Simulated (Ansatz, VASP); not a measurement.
# Tl: VASP beside Ansatz

```
Tl
1.0
     1.78105    1.02829    8.24042
    -1.78105    1.02829    8.24042
     0.00000   -2.05658    8.24042
Tl
3
Cartesian
  0.0000 0.0000 0.0000
  0.0000 0.0000 5.4619
  0.0000 0.0000 19.2593
```

Alike in both runs: task single point; functional PBE; k mesh 6 × 6 × 6; occupations gaussian, width 0.007 eV; no spin polarisation.

```csv
,VASP,Ansatz
version,VASP 6.6.1,Ansatz 0.2.0
potentials or method,"VASP PAW PBE potentials, release 64 (Tl_d), cutoff 520 eV","scalar-relativistic, plane waves, PAW"
valence electrons in the cell,39,39
```

|  | VASP | Ansatz | Ansatz less VASP |
| --- | --- | --- | --- |
| gap on the k mesh at the Fermi level (eV) | none | none | - |
| pressure (GPa) | 1.0 | 1.0 | +0.07 |
| traceless stress, the component that is largest in VASP (GPa) | 0.48 | 0.48 | +0.004 |
| rms of the force components (eV/Å) | 0.017 | 0.017 | +0.0002 |

Atom by atom the forces differ by 0.000 eV/Å (rms over components). A gap of «none» marks a metal or a gap that the smearing closes. With one functional, cell and mesh, what is left measures potentials, basis and numerics.

Spin-orbit coupling is off throughout.
